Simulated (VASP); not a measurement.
# CsH (Fm-3m) in VASP: a series of runs

The runs below take CsH through relaxation of cell and atoms, with r2SCAN.

Program: VASP 6.6.1. These are calculated values, not measurements. Logs are shortened: lines on timing, memory, paths and dates and some standing lists are left out, and cuts for length are marked.

**1. The cell of the first run**

Symmetry: Fm-3m, No. 225, cubic system. Conventional cell: a = 6.376 Å, b = 6.376 Å, c = 6.376 Å, α = 90.00°, β = 90.00°, γ = 90.00°. Cs (site symmetry m-3m) has 6 H at 3.19 Å within 4.2 Å. H (site symmetry m-3m) has 6 Cs at 3.19 Å within 4.2 Å.

**2. Relaxation of cell and atoms, r2SCAN, target pressure 7 GPa, at which the enthalpy is minimised**

The input, POSCAR:

```
CsH
1.0
    3.1880000000      3.1880000000      0.0000000000
   -3.1880000000      3.1880000000      0.0000000000
    0.0000000000      3.1880000000      3.1880000000
Cs H
1 1
Direct
    0.0000000000      0.0000000000      0.0000000000
    0.5000000000      0.5000000000      0.0000000000
```

The input, INCAR.step1:

```
PREC = Accurate
ENCUT = 600
ISMEAR = 0
SIGMA = 0.01
LREAL = F
LASPH = T
NELM = 80
GGA = PE
ALGO = Normal
EDIFF = 1E-4
LWAVE = T
LCHARG = F
```

The input, INCAR.step2:

```
PREC = Accurate
ENCUT = 600
EDIFF = 1E-6
ISMEAR = 0
SIGMA = 0.01
LREAL = F
LASPH = T
NELM = 80
ALGO = Normal
ISIF = 3
LWAVE = F
LCHARG = F
METAGGA = R2SCAN
LMIXTAU = T
IBRION = 2
NSW = 100
EDIFFG = -0.002
PSTRESS = 70.0
ISTART = 1
```

The input, KPOINTS:

```
regular mesh
0
Gamma
  6 6 6
```

Potentials or basis: VASP PAW PBE potentials, release 64 (Cs_sv, H).

Command:

```bash
$ cat potpaw_PBE.64/Cs_sv/POTCAR potpaw_PBE.64/H/POTCAR > POTCAR
$ cp INCAR.step1 INCAR
$ mpirun -np 1 vasp_std > vasp.out
$ cp INCAR.step2 INCAR
$ mpirun -np 1 vasp_std > vasp.out
```

OUTCAR:

```text
PREC = Accurate
   ENCUT = 600
   EDIFF = 1E-6
   ISMEAR = 0
   LREAL = F
   LASPH = T
   NELM = 80
   ISIF = 3
   METAGGA = R2SCAN
   IBRION = 2
   NSW = 100
   EDIFFG = -0.002
   PSTRESS = 70.0
   ISTART = 1

 ion  position               nearest neighbor table
   1  0.000  0.000  0.000-
   2  0.500  0.500  0.000-

  LATTYP: Found a face centered cubic cell.
 ALAT       =     6.3760000000

  Lattice vectors:

 A1 = (   0.0000000000,   3.1880000000,   3.1880000000)
 A2 = (   3.1880000000,   0.0000000000,   3.1880000000)
 A3 = (   3.1880000000,   3.1880000000,   0.0000000000)

Analysis of symmetry for initial positions (statically):
=====================================================================
 Subroutine PRICEL returns:
 Original cell was already a primitive cell.

 Routine SETGRP: Setting up the symmetry group for a
 face centered cubic supercell.

 Subroutine GETGRP returns: Found 48 space group operations
 (whereof 48 operations were pure point group operations)
 out of a pool of 48 trial point group operations.

The static configuration has the point symmetry O_h .

Analysis of symmetry for dynamics (positions and initial velocities):
=====================================================================
 Subroutine PRICEL returns:
 Original cell was already a primitive cell.

 Routine SETGRP: Setting up the symmetry group for a
 face centered cubic supercell.

 Subroutine GETGRP returns: Found 48 space group operations
 (whereof 48 operations were pure point group operations)
 out of a pool of 48 trial point group operations.

The dynamic configuration has the point symmetry O_h .

 Subroutine INISYM returns: Found 48 space group operations
 (whereof 48 operations are pure point group operations),
 and found     1 'primitive' translations

----------------------------------------------------------------------------------------

                                     Primitive cell

  volume of cell :      64.8015

  direct lattice vectors                    reciprocal lattice vectors
     3.188000000  3.188000000  0.000000000     0.156838143  0.156838143 -0.156838143
    -3.188000000  3.188000000  0.000000000    -0.156838143  0.156838143 -0.156838143
     0.000000000  3.188000000  3.188000000     0.000000000  0.000000000  0.313676286

  length of vectors
     4.508512837  4.508512837  4.508512837     0.271651632  0.271651632  0.313676286

  position of ions in fractional coordinates (direct lattice)
     0.000000000  0.000000000  0.000000000
     0.500000000  0.500000000  0.000000000

  ion indices of the primitive-cell ions
   primitive index   ion index
                 1           1
                 2           2

----------------------------------------------------------------------------------------

 KPOINTS: regular mesh

Automatic generation of k-mesh.
 Grid dimensions read from file:
 generate k-points for:    6    6    6

 Generating k-lattice:

  Cartesian coordinates                     Fractional coordinates (reciprocal lattice)
     0.026139691  0.026139691 -0.026139691     0.166666667  0.000000000  0.000000000
    -0.026139691  0.026139691 -0.026139691     0.000000000  0.166666667  0.000000000
     0.000000000  0.000000000  0.052279381     0.000000000  0.000000000  0.166666667

  Length of vectors
     0.045275272  0.045275272  0.052279381

  Shift w.r.t. Gamma in fractional coordinates (k-lattice)
     0.000000000  0.000000000  0.000000000

 Subroutine IBZKPT returns following result:
 ===========================================

 Found     16 irreducible k-points:

 Following reciprocal coordinates:
            Coordinates               Weight
  0.000000  0.000000  0.000000      1.000000
  0.166667  0.000000  0.000000      8.000000
  0.333333  0.000000  0.000000      8.000000
  0.500000  0.000000  0.000000      4.000000
  0.166667  0.166667  0.000000     12.000000
  0.333333  0.166667  0.000000     24.000000
[... 8 lines left out ...]
  0.500000  0.333333  0.166667     24.000000
  0.500000  0.500000  0.166667     12.000000
   k-points           NKPTS =     16   k-points in BZ     NKDIM =     16   number of bands    NBANDS=      9
   number of dos      NEDOS =    301   number of ions     NIONS =      2
   total plane-waves  NPLWV =  46656
   dimension x,y,z NGX =    36 NGY =   36 NGZ =   36
   dimension x,y,z NGXF=    72 NGYF=   72 NGZF=   72
   ions per type =               1   1
   NGX,Y,Z   is equivalent  to a cutoff of  13.27, 13.27, 13.27 a.u.
   NGXF,Y,Z  is equivalent  to a cutoff of  26.55, 26.55, 26.55 a.u.
 SYSTEM =  unknown system
   PREC   = accura    normal or accurate (medium, high low for compatibility)
   ISTART =      1    job   : 0-new  1-cont  2-samecut
   ICHARG =      0    charge: 1-file 2-atom 10-const
   ISPIN  =      1    spin polarized calculation?
   LNONCOLLINEAR =      F non collinear calculations
   LSORBIT =      F    spin-orbit coupling
   LASPH  =      T    aspherical Exc in radial PAW
   ENCUT  =  600.0 eV  44.10 Ry    6.64 a.u.   9.00  9.00  9.00*2*pi/ulx,y,z
   NELM   =     80;   NELMIN=  2; NELMDL=  0     # of ELM steps
   EDIFF  = 0.1E-05   stopping-criterion for ELM
   LREAL  =      F    real-space projection
   EDIFFG = -.2E-02   stopping-criterion for IOM
   NSW    =    100    number of steps for IOM
   IBRION =      2    ionic relax: 0-MD 1-quasi-New 2-CG
   NFREE  =      1    steps in history (QN), initial steepest desc. (CG)
   ISIF   =      3    stress and relaxation
   ISYM   =      2    0-nonsym 1-usesym 2-fastsym
   POTIM  = 0.5000    time-step for ionic-motion
   TEBEG  =    0.0;   TEEND  =   0.0 temperature during run
   PSTRESS=   70.0 pullay stress
   NELECT =      10.0000    total number of electrons
   NUPDOWN=      -1.0000    fix difference up-down
   EMIN   =  10.00;   EMAX   =-10.00  energy-range for DOS
   EFERMI =   0.00;   METHOD = LEGACY
   ISMEAR =     0;   SIGMA  =   0.01  broadening in eV -4-tet -1-fermi 0-gaus
   EFERMI_NEDOS =   21; number of points for ismear=-14 and -15
   IALGO  =     38    algorithm
   IMIX   =      4    mixing-type and parameters
     AMIX     =   0.40;   BMIX     =  1.00
     AMIX_MAG =   1.60;   BMIX_MAG =  1.00
  volume/ion in A,a.u.               =      32.40       218.65
  Fermi-wavevector in a.u.,A,eV,Ry     =   0.878105  1.659378 10.491026  0.771069
  Thomas-Fermi vector in A             =   1.998146
   LORBIT       =      0    0 simple, 1 ext, 2 COOP (PROOUT), +10 PAW based schemes
   METAGGA = R2SCAN    functional components
   LHFCALC =     F    Hartree Fock is set to
   AEXX    =    0.0000 exact exchange contribution
   IVDW    =     0    specifies the selected vdW correction
   LEPSILON=     F    determine dielectric tensor
   LRPA    =     F    only Hartree local field effects (RPA)
 conjugate gradient relaxation of ions
 non-spin polarized calculation
 Gauss-broadening in eV      SIGMA  =   0.01
  energy-cutoff  :      600.00
  volume of cell :       64.80
 maximum number of plane-waves:      2200
   NGX = 17   NGY = 17   NGZ = 17

--------------------------------------- Ionic step        1  -------------------------------------------

 number of electron       9.9999999 magnetization

 Free energy of the ion-electron system (eV)
  ---------------------------------------------------
  ext. energy  EPLUGINS =         0.00000000
  ---------------------------------------------------
  free energy    TOTEN  =       -28.98869593 eV

  energy without entropy =      -28.98869593  energy(sigma->0) =      -28.98869593

 E-fermi :  -0.0248     XC(G=0):  -7.5572

 val. band max:       -0.1129119764   @ k =   0.5000   0.0000   0.0000
 cond. band min:       2.5503887668   @ k =   0.5000   0.0000   0.0000
 fundamental gap:      2.6633007432
 Fermi energy:        -0.0247872079

 k-point     1 :       0.0000    0.0000    0.0000
  band No.  band energies     occupation
      1     -22.1861      2.00000
      2      -8.2713      2.00000
      3      -8.2713      2.00000
      4      -8.2713      2.00000
      5      -1.7623      2.00000
      6       5.5767      0.00000
      7       5.5767      0.00000
      8       5.5767      0.00000
      9       6.2224      0.00000
[... 283 lines left out ...]
  FREE ENERGIE OF THE ION-ELECTRON SYSTEM (eV)
  ---------------------------------------------------
  free  energy   TOTEN  =       -28.7229792090 eV

  energy  without entropy=      -28.7229792090  energy(sigma->0) =      -28.72297921

  enthalpy is  TOTEN    =       -26.6755905233 eV   P V=        2.0473886858

[... ionic steps 4 to 16 ...]

--------------------------------------- Ionic step       17  -------------------------------------------

 number of electron      10.0000001 magnetization

------------------------ aborting loop because EDIFF is reached ----------------------------------------

  FORCE on cell =-STRESS in cart. coord.  units (eV):
  Direction    XX          YY          ZZ          XY          YZ          ZX
  --------------------------------------------------------------------------------------
  -------------------------------------------------------------------------------------
  Total        1.9688064      1.9688064      1.9688064      0.0000000      0.0000000      0.0000000
  in kB       69.1830979     69.1830979     69.1830979      0.0000000      0.0000000      0.0000000
  external PRESSURE =      -0.8169021 kB  Pullay stress =      70.0000000 kB
[... 61 lines left out ...]
  enthalpy is  TOTEN    =       -26.6797014090 eV   P V=        1.9879239922

--------------------------------------- Ionic step       19  -------------------------------------------

 number of electron      10.0000001 magnetization

 Free energy of the ion-electron system (eV)
  ---------------------------------------------------
  ext. energy  EPLUGINS =         0.00000000
  ---------------------------------------------------
  free energy    TOTEN  =       -28.66665897 eV

  energy without entropy =      -28.66665897  energy(sigma->0) =      -28.66665897

 E-fermi :   2.1854     XC(G=0):  -9.0887

 val. band max:        2.0606185204   @ k =   0.5000   0.0000   0.0000
 cond. band min:       4.0942678876   @ k =   0.5000   0.0000   0.0000
 fundamental gap:      2.0336493673
 Fermi energy:         2.1854169895

 k-point     1 :       0.0000    0.0000    0.0000
  band No.  band energies     occupation
      1     -20.5875      2.00000
      2      -6.0335      2.00000
      3      -6.0335      2.00000
      4      -6.0335      2.00000
      5      -0.3761      2.00000
      6       7.4802      0.00000
      7       7.4802      0.00000
      8       7.4802      0.00000
      9       9.7606      0.00000
[... 207 lines left out ...]
  FREE ENERGIE OF THE ION-ELECTRON SYSTEM (eV)
  ---------------------------------------------------
  free  energy   TOTEN  =       -28.6666589731 eV

  energy  without entropy=      -28.6666589731  energy(sigma->0) =      -28.66665897

  enthalpy is  TOTEN    =       -26.6797019154 eV   P V=        1.9869570577

 reached required accuracy - stopping structural energy minimisation
```

Wall time 4.6 min (1 thread of AMD EPYC 9R45 (Zen 5), shared host); peak memory 0.2 GiB.

What came out:

```yaml
Free_energy: -28.6667 eV
Relaxed_volume: 22.74 Å³/atom
Relaxed_cell: a = 4.007 Å, b = 4.007 Å, c = 4.007 Å, α = 60.00°, β = 60.00°, γ = 90.00°
Space_group_after_relaxing_to_0.1_Å: Fm-3m (No. 225)
Energy_change_on_relaxing_the_run_minimises_the_enthalpy: +161.0 meV/atom
Ionic_steps: 19
Pressure_after_relaxing: 7.0 GPa
Band_gap_on_the_k_mesh: 2.03 eV
```

Step by step:
```csv
step,energy change (eV),largest force (eV/Å),pressure (GPa),volume (Å³)
1,0.0000,0.0000,0.07,64.80
2,0.1062,0.0000,3.20,52.52
3,0.2657,0.0000,6.07,46.86
4,0.3275,0.0000,7.11,45.35
5,0.3125,0.0000,6.85,45.70
6,0.3126,0.0000,6.84,45.70
7,0.3129,0.0000,6.85,45.69
8,0.3129,0.0000,6.85,45.69
9,0.3129,0.0000,6.85,45.69
10,0.3129,0.0000,6.85,45.69
11,0.3130,0.0000,6.85,45.69
12,0.3130,0.0000,6.85,45.69
13,0.3132,0.0000,6.84,45.68
14,0.3134,0.0000,6.83,45.68
15,0.3139,0.0000,6.87,45.67
16,0.3149,0.0000,6.89,45.64
17,0.3170,0.0000,6.92,45.59
18,0.3211,0.0000,6.98,45.50
19,0.3220,0.0000,6.99,45.48
```

Final structure:
```
Cs H
1.0
     2.83307    2.83307    0.00000
    -2.83307    2.83307    0.00000
     0.00000    2.83307    2.83307
Cs H
1 1
Cartesian
  0.0000 2.8331 2.8331
  0.0000 2.8331 0.0000
```

Caveat: the cell is relaxed towards a set pressure, so the run minimises the enthalpy, not the energy; the volume moved by over 15 % at a fixed basis, so the end points are rough; the PAW data sets were made with another functional, which shifts forces and pressure a little; spin-orbit coupling is left out, which moves the levels of the heavy elements. A k mesh can miss the band edges.

**3. Relaxation of cell and atoms, r2SCAN, target pressure 10 GPa, at which the enthalpy is minimised**

POSCAR is that of step 2.

The input, INCAR.step1:

```
SYSTEM = CsH
PREC = Accurate
ENCUT = 600
ISMEAR = 0
SIGMA = 0.01
LREAL = .FALSE.
LASPH = .TRUE.
NELM = 100
GGA = PE
ALGO = Normal
EDIFF = 1E-4
LWAVE = .TRUE.
LCHARG = .FALSE.
```

The input, INCAR.step2:

```
SYSTEM = CsH
PREC = Accurate
ENCUT = 600
EDIFF = 1E-6
ISMEAR = 0
SIGMA = 0.01
LREAL = .FALSE.
LASPH = .TRUE.
NELM = 100
ALGO = Normal
ISIF = 3
LWAVE = .FALSE.
LCHARG = .FALSE.
METAGGA = R2SCAN
LMIXTAU = .TRUE.
IBRION = 2
NSW = 100
EDIFFG = -0.002
PSTRESS = 100.0
ISTART = 1
```

The input, KPOINTS:

```
Automatic mesh
0
G
  6 6 6
  0 0 0
```

Potentials or basis: VASP PAW PBE potentials, release 64 (Cs_sv, H).

Command:

```bash
$ cat potpaw_PBE.64/Cs_sv/POTCAR potpaw_PBE.64/H/POTCAR > POTCAR
$ cp INCAR.step1 INCAR
$ mpirun -np 1 vasp_std > vasp.out
$ cp INCAR.step2 INCAR
$ mpirun -np 1 vasp_std > vasp.out
```

Wall time 4.7 min (1 thread of AMD EPYC 9R45 (Zen 5), shared host); peak memory 0.2 GiB.

The run converged. Its results:

* Free energy: -28.4827 eV
* Relaxed volume: 20.99 Å³/atom
* Relaxed cell: a = 3.901 Å, b = 3.901 Å, c = 3.901 Å, α = 60.00°, β = 60.00°, γ = 90.00°
* Space group after relaxing (to 0.1 Å): Fm-3m (No. 225)
* Energy change on relaxing (the run minimises the enthalpy): +253.0 meV/atom
* Ionic steps: 17
* Pressure after relaxing: 10.0 GPa
* Band gap on the k mesh: 1.84 eV

Step by step:
```tsv
step	energy change (eV)	largest force (eV/Å)	pressure (GPa)	volume (Å³)
1	0.0000	0.0000	0.07	64.80
2	0.2344	0.0000	5.54	47.73
3	0.4458	0.0000	9.03	42.99
4	0.5116	0.0000	10.09	41.89
5	0.4873	0.0000	9.69	42.28
6	0.4876	0.0000	9.67	42.27
7	0.4886	0.0000	9.71	42.26
8	0.4886	0.0000	9.71	42.26
9	0.4886	0.0000	9.71	42.26
10	0.4887	0.0000	9.70	42.26
11	0.4888	0.0000	9.70	42.25
12	0.4891	0.0000	9.69	42.25
13	0.4896	0.0000	9.73	42.24
14	0.4907	0.0000	9.74	42.22
15	0.4929	0.0000	9.78	42.19
16	0.4972	0.0000	9.84	42.12
17	0.5060	0.0000	10.01	41.98
```

Final structure:
```yaml
crystal:
  lattice:
    - [2.75840, 2.75840, 0.00000]
    - [-2.75840, 2.75840, 0.00000]
    - [0.00000, 2.75840, 2.75840]
  atoms:
    - { symbol: Cs, position: [0.00000, 0.00000, 0.00000] }
    - { symbol: H, position: [0.50000, 0.50000, 0.00000] }
```

Levels at points of the mesh, in eV from the valence-band top:
```tsv
k point	band 3	band 4	band 5	band 6	band 7	band 8
(0.00, 0.00, 0.00)	-8.11	-8.11	-2.61	5.30	5.30	5.30
(0.50, 0.00, 0.00)	-8.38	-8.38	0.00	1.84	4.67	4.67
(0.50, 0.50, 0.00)	-8.94	-8.94	-2.93	2.11	8.47	10.54
```

Caveat: the cell is relaxed towards a set pressure, so the run minimises the enthalpy, not the energy; the volume moved by over 15 % at a fixed basis, so the end points are rough; the PAW data sets were made with another functional, which shifts forces and pressure a little; spin-orbit coupling is left out, which moves the levels of the heavy elements.

**4. Relaxation of cell and atoms, r2SCAN, target pressure 15 GPa, at which the enthalpy is minimised**

POSCAR is that of step 3.

Edit INCAR.step1 of step 3 so:

```diff
@@ -7,3 +7,3 @@
 LASPH = .TRUE.
-NELM = 100
+NELM = 80
 GGA = PE
```

Edit INCAR.step2 of step 3 so:

```diff
@@ -8,3 +8,3 @@
 LASPH = .TRUE.
-NELM = 100
+NELM = 80
 ALGO = Normal
@@ -18,3 +18,3 @@
 EDIFFG = -0.002
-PSTRESS = 100.0
+PSTRESS = 150.0
 ISTART = 1
```

The input, KPOINTS:

```
regular mesh
0
G
  6 6 6
  0 0 0
```

Command:

```bash
$ cat potpaw_PBE.64/Cs_sv/POTCAR potpaw_PBE.64/H/POTCAR > POTCAR
$ cp INCAR.step1 INCAR
$ mpirun -np 1 vasp_std > vasp.out
$ cp INCAR.step2 INCAR
$ mpirun -np 1 vasp_std > vasp.out
```

Wall time 2.4 min (1 thread of AMD EPYC 9R45 (Zen 5), shared host); peak memory 0.2 GiB.

It converged, with:

- Free energy: -28.1681 eV
- Relaxed volume: 18.94 Å³/atom
- Relaxed cell: a = 3.770 Å, b = 3.770 Å, c = 3.770 Å, α = 60.00°, β = 60.00°, γ = 90.00°
- Space group after relaxing (to 0.1 Å): Fm-3m (No. 225)
- Energy change on relaxing (the run minimises the enthalpy): +410.3 meV/atom
- Ionic steps: 6
- Pressure after relaxing: 15.0 GPa
- Band gap on the k mesh: 1.59 eV

The path:
```
step  energy change (eV)  largest force (eV/Å)  pressure (GPa)  volume (Å³)
   1              0.0000                0.0000            0.07        64.80
   2              0.6121                0.0000           11.70        40.40
   3              0.7886                0.0000           14.49        38.24
   4              0.8293                0.0000           15.15        37.80
   5              0.8198                0.0000           14.98        37.90
   6              0.8206                0.0000           15.02        37.89
```

Final structure:
```
Cs H
1.0
     2.66581    2.66581    0.00000
    -2.66581    2.66581    0.00000
     0.00000    2.66581    2.66581
Cs H
1 1
Direct
  0.00000 0.00000 0.00000
  0.50000 0.50000 0.00000
```

Levels at points of the mesh, in eV from the valence-band top:
```tsv
k point	band 1	band 2	band 3	band 4	band 5	band 6	band 7	band 8	band 9
(0.00, 0.00, 0.00)	-23.34	-8.12	-8.12	-8.12	-2.79	5.12	5.12	5.12	8.51
(0.50, 0.00, 0.00)	-22.75	-11.37	-8.47	-8.47	0.00	1.59	4.43	4.43	9.82
(0.50, 0.50, 0.00)	-22.57	-10.81	-9.18	-9.18	-3.52	1.64	9.29	10.94	11.36
```

Caveat: the cell is relaxed towards a set pressure, so the run minimises the enthalpy, not the energy; the volume moved by over 15 % at a fixed basis, so the end points are rough; the PAW data sets were made with another functional, which shifts forces and pressure a little; spin-orbit coupling is left out, which moves the levels of the heavy elements.

[end of part 1 of 2]
